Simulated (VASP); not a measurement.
Set up this calculation in VASP 6.6.1, as the native input.

```yaml
Task: single point
Functional: PBE
Potentials_or_basis: VASP PAW PBE potentials, release 64 (Ag, I)
Cutoff: 500 eV
k_mesh: 6 × 6 × 6
Occupations: gaussian, width 0.01 eV
Spin: no spin polarisation
Dipole_correction: no
Further_INCAR_settings: ALGO = Normal; EDIFF = 1e-06; NBANDS = 16
```

The structure of AgI lies in POSCAR:

```
AgI
1.0
    0.0000000000      3.3148340055      3.3148340055
    3.3148340055      0.0000000000      3.3148340055
    3.3148340055      3.3148340055      0.0000000000
Ag I
1 1
Direct
    0.0000000000      0.0000000000      0.0000000000
    0.2500000000      0.2500000000      0.2500000000
```

The input as run:

INCAR

```
PREC = Accurate ; ENCUT = 500
EDIFF = 1E-6 ; ISMEAR = 0
SIGMA = 0.01 ; LREAL = False
LASPH = True ; NELM = 120
ALGO = Normal ; ISIF = 2
LWAVE = False ; LCHARG = True
GGA = PE ; LELF = True
LVHAR = True ; NBANDS = 16
GGA_COMPAT = False
```

KPOINTS

```
Automatic mesh
0
Gamma
  6 6 6
```

Potentials or basis: VASP PAW PBE potentials, release 64 (Ag, I).

Run with:

```bash
$ cat potpaw_PBE.64/Ag/POTCAR potpaw_PBE.64/I/POTCAR > POTCAR
$ mpirun -np 1 vasp_std > vasp.out
```

Results of the run:

```
Pressure               : -0.1 GPa
Band gap on the k mesh : 1.34 eV, direct
```

Caveat: spin-orbit coupling is left out, which moves the levels of the heavy elements.

Wall time 19 s on 1 thread of Intel Xeon 6975P-C, on a shared host, peak memory 0.21 GiB.
